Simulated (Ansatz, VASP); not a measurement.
# One calculation of KBr, two programs

```
K Br
1.0
     0.00000    3.19373    3.19373
     3.19373    0.00000    3.19373
     3.19373    3.19373    0.00000
K Br
1 1
Cartesian
  0.0000 0.0000 0.0000
  3.1937 3.1937 3.1937
```

Change from the starting cell: strain -0.030 along x and y, -0.030 along z, atoms carried along.

Alike in both runs: task single point; functional r2SCAN; k mesh 6 × 6 × 6; occupations gaussian, width 0.05 eV; no spin polarisation.

```csv
,VASP,Ansatz
version,VASP 6.6.1,Ansatz 0.2.0
potentials or method,"VASP PAW PBE potentials, release 64 (K_sv, Br), cutoff 520 eV","scalar-relativistic, plane waves, PAW"
valence electrons in the cell,16,16
```

```tsv
	VASP	Ansatz	Ansatz less VASP
gap on the k mesh at the Fermi level (eV)	5.38	5.38	-0.003
least direct gap on the mesh (eV)	5.38	5.38	-0.003
pressure (GPa)	2.1	2.1	-0.01
```

VASP's potentials were made for PBE, not for r2SCAN. The functional is the same, so the differences come from potentials, cutoffs and numerics.
